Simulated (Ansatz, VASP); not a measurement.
**CuIrS2 in VASP and in Ansatz**

POSCAR

```
CuIrS2
1.0
    1.8158509200      1.0483820200      6.5922317600
   -1.8158509200      1.0483820200      6.5922317600
    0.0000000000     -2.0967640300      6.5922317600
Cu Ir S
1 1 2
Direct
    0.5000000000      0.5000000000      0.5000000000
    0.0000000000      0.0000000000      0.0000000000
    0.2667000000      0.2667000000      0.2667000000
    0.7333000000      0.7333000000      0.7333000000
```

INCAR.step1

```
ALGO = Normal
EDIFF = 1E-5
ENCUT = 660
GGA = PE
GGA_COMPAT = F
ISMEAR = 0
ISPIN = 2
LASPH = T
LCHARG = F
LMAXMIX = 4
LREAL = F
LWAVE = T
MAGMOM = 0 0 0 0
NBANDS = 28
NELM = 200
PREC = Accurate
SIGMA = 0.05
```

The input INCAR.step2:

```
ALGO = Normal
EDIFF = 1E-6
ENCUT = 660
GGA_COMPAT = F
ISIF = 2
ISMEAR = 0
ISPIN = 2
ISTART = 1
LASPH = T
LCHARG = F
LMAXMIX = 4
LMIXTAU = T
LORBIT = 11
LREAL = F
LWAVE = F
MAGMOM = 0 0 0 0
METAGGA = R2SCAN
NBANDS = 28
NELM = 200
PREC = Accurate
SIGMA = 0.05
```

Contents of KPOINTS:

```
k-points
0
Gamma
  6 6 6
```

Input for Ansatz:

```yaml
crystal:
  lattice:
    - [1.81585092, 1.04838202, 6.59223176]
    - [-1.81585092, 1.04838202, 6.59223176]
    - [0.0, -2.09676403, 6.59223176]
  atoms:
    - { symbol: Cu, position: [0.5, 0.5, 0.5] }
    - { symbol: Ir, position: [0.0, 0.0, 0.0], spin: 4.0 }
    - { symbol: S, position: [0.2667, 0.2667, 0.2667] }
    - { symbol: S, position: [0.7333, 0.7333, 0.7333] }
basis:
  ecutwfc: 500
  ecutrho_ratio: 4
kpoints:
  mp_grid: { grid: [6, 6, 6] }
hamiltonian:
  xc: r2scan
  hubbard:
    sites:
      - { site: 1, l: d, u_eff: 0.0, starting_ns: [{ spin: up, occupation_matrix: s1up }, { spin: down, occupation_matrix: s1down }] }
    occupation_matrices:
      s1up:
        matrix:
          - [0.97, 0.0, 0.0, 0.0, 0.0]
          - [0.0, 0.97, 0.0, 0.0, 0.0]
          - [0.0, 0.0, 0.97, 0.0, 0.0]
          - [0.0, 0.0, 0.0, 0.97, 0.0]
          - [0.0, 0.0, 0.0, 0.0, 0.97]
      s1down:
        matrix:
          - [0.97, 0.0, 0.0, 0.0, 0.0]
          - [0.0, 0.02, 0.0, 0.0, 0.0]
          - [0.0, 0.0, 0.02, 0.0, 0.0]
          - [0.0, 0.0, 0.0, 0.02, 0.0]
          - [0.0, 0.0, 0.0, 0.0, 0.02]
    ns_hold: { iters: 10 }
scf:
  occupations: { method: gaussian, width: 0.05 }
  lower_state_search: "off"
  max_iter: 150
output:
  forces: true
  stress: true
  eigenvalues: true
  populations: true
  hubbard: { sites: [{ site: 1, l: d }] }
  write_density: true
  write_potential: true
  elf: true
  volumetric_format: npy
magnetization:
  spin_polarized: true
```

Alike in both runs: task single point; functional r2SCAN; k mesh 6 × 6 × 6; occupations gaussian, width 0.05 eV; collinear spin.

|  | VASP | Ansatz |
| --- | --- | --- |
| version | VASP 6.6.1 | Ansatz 0.2.0 |
| potentials or method | VASP PAW PBE potentials, release 64 (Cu, Ir, S), cutoff 660 eV | scalar-relativistic, plane waves, PAW |
| valence electrons in the cell | 32 | 48 |

Ansatz gave:

```
gap on the k mesh at the Fermi level (eV)                     : 0.79
least direct gap on the mesh (eV)                             : 0.87
pressure (GPa)                                                : -14.2
traceless stress, the component that is largest in VASP (GPa) : -1.28
rms of the force components (eV/Å)                            : 0.243
```

Which values does VASP return?

gap on the k mesh at the Fermi level (eV): 0.77; least direct gap on the mesh (eV): 0.86; pressure (GPa): -14.0; traceless stress, the component that is largest in VASP (GPa): -1.34; rms of the force components (eV/Å): 0.226.

VASP's potentials were made for PBE, not for r2SCAN. Atom by atom the forces differ by 0.018 eV/Å (rms over components). The functional is the same, so the differences come from potentials, cutoffs and numerics. VASP's potentials hold 32 valence electrons a cell and Ansatz's 48, so a difference there can come from the potentials and not from the codes. Ansatz's warnings: seeded moment not kept, specified occupation not kept, stability check not made.

Neither program's run includes spin-orbit coupling.
